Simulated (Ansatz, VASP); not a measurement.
# One calculation of AlNi, two programs

File POSCAR:

```
AlNi
1.0
    2.8810000000      0.0000000000      0.0000000000
    0.0000000000      2.8810000000      0.0000000000
    0.0000000000      0.0000000000      2.8810000000
Ni Al
1 1
Direct
    0.5000000000      0.5000000000      0.5000000000
    0.0000000000      0.0000000000      0.0000000000
```

The input INCAR.step1:

```
  ALGO = Normal
  EDIFF = 1E-5
  ENCUT = 600
  GGA = PE
  ISMEAR = -1
  ISPIN = 2
  LASPH = T
  LCHARG = F
  LMAXMIX = 4
  LORBIT = 11
  LREAL = F
  LWAVE = T
  MAGMOM = 1 0
  NBANDS = 18
  NELM = 150
  PREC = Accurate
  SIGMA = 0.05
```

Contents of INCAR.step2:

```
  AEXX = 0.25
  ALGO = Normal
  EDIFF = 1E-6
  EDIFFG = -0.01
  ENCUT = 600
  GGA = PS
  HFSCREEN = 0.207
  IBRION = 2
  ISIF = 3
  ISMEAR = -1
  ISPIN = 2
  ISTART = 1
  LASPH = T
  LCHARG = F
  LHFCALC = T
  LMAXMIX = 4
  LORBIT = 11
  LREAL = F
  LWAVE = F
  MAGMOM = 1 0
  NELM = 150
  NSW = 60
  PREC = Accurate
  PRECFOCK = Normal
  SIGMA = 0.05
```

Contents of KPOINTS:

```
k-points
0
Gamma
  5 5 5
```

The input input.yaml:

```yaml
crystal:
  lattice:
    - [2.881, 0.0, 0.0]
    - [0.0, 2.881, 0.0]
    - [0.0, 0.0, 2.881]
  atoms:
    - { symbol: Ni, position: [0.5, 0.5, 0.5], spin: 1.0 }
    - { symbol: Al, position: [0.0, 0.0, 0.0] }
hamiltonian:
  xc:
    exchange: hjs_pbesol
    correlation: pbesol
    exx: { coeff: 0.25, omega: 0.207 }
  pseudopotentials: { kind: paw }
magnetization:
  spin_polarized: true
kpoints:
  mp_grid: { grid: [5, 5, 5] }
scf:
  occupations: { method: fermi_dirac, width: 0.05 }
output:
  forces: true
  stress: true
  eigenvalues: true
  write_density: true
  write_potential: true
  elf: true
  volumetric_format: npy
relax:
  f_tol: 0.01
  max_steps: 40
  cell: { stress_tol: 0.05 }
```

Alike in both runs: task relaxation of cell and atoms; functional PBEsol-based screened hybrid with a share of 0.25 of exact exchange and HFSCREEN = 0.207; k mesh 5 × 5 × 5; occupations fermi-dirac, width 0.05 eV; collinear spin.

|  | VASP | Ansatz |
| --- | --- | --- |
| version | VASP 6.6.1 | Ansatz 0.2.0 |
| potentials or method | VASP PAW PBE potentials, release 64 (Ni, Al) | Ansatz PAW |
| plane-wave cutoff (eV) | 600 | 420 |
| valence electrons in the cell | 13 | 21 |

VASP gave:

| Quantity | Value |
| --- | --- |
| gap on the k mesh at the Fermi level, each at its own relaxed structure (eV) | none |
| net moment per atom (μB) | 0.22 |
| size of the moment on the site where the two differ most (μB) | 0.39 |
| relaxed volume (Å³/atom) | 11.54 |
| relaxed length of the cell vector where the two differ most in proportion (Å) | 2.847 |

Which values does Ansatz return?

gap on the k mesh at the Fermi level, each at its own relaxed structure (eV): none; net moment per atom (μB): 0.22; size of the moment on the site where the two differ most (μB): 0.40; relaxed volume (Å³/atom): 11.53; relaxed length of the cell vector where the two differ most in proportion (Å): 2.846.

VASP's potentials were made for PBE, not for PBEsol-based screened hybrid. Site moments also hang on the region over which each program counts them. A gap of «none» marks a metal or a gap that the smearing closes. VASP's potentials hold 13 valence electrons a cell and Ansatz's 21, so a difference there can come from the potentials and not from the codes.

The k mesh is coarse, so the values compare programs but aren't converged. Noted on Ansatz's run: the magnetic or orbital state may not be the lowest; the plane-wave basis is chosen anew once the cell has moved, so the energies of steps on either side of that aren't comparable.
